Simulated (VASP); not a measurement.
**SiC: vibrations by perturbation theory with PBE**

Crystal: SiC.

```xyz
2
Lattice="0.0000 2.1790 2.1790 2.1790 0.0000 2.1790 2.1790 2.1790 0.0000" Properties=species:S:1:pos:R:3 pbc="T T T"
Si    0.0000    0.0000    0.0000
C     1.0895    1.0895    1.0895
```

| Item | Value |
| --- | --- |
| Program | VASP 6.6.1 |
| Task | vibrations by perturbation theory |
| Functional | PBE |
| Potentials or basis | VASP PAW PBE potentials, release 64 (Si, C) |
| Cutoff | 600 eV |
| k mesh | 7 × 7 × 7 |
| Occupations | gaussian, width 0.01 eV |
| Spin | no spin polarisation |
| Dipole correction | no |
| Further INCAR settings | ALGO = Normal; EDIFF = 1e-08; NBANDS = 11; IBRION = 8; NSW = 1 |

```yaml
Highest_phonon_frequency_at_Γ_LO-TO_splitting_left_out: 788 cm⁻¹
```

Phonon frequencies in cm⁻¹ (negative: imaginary):
```csv
q point,frequencies
"(0.000, 0.000, 0.000)",0 0 0 788 788 788
```

It took 51 s on 1 thread of Intel Xeon 8259CL, with other jobs on the host, peak memory 0.19 GiB.

Caveat: the cell stands under pressure or tension, which shifts response properties.
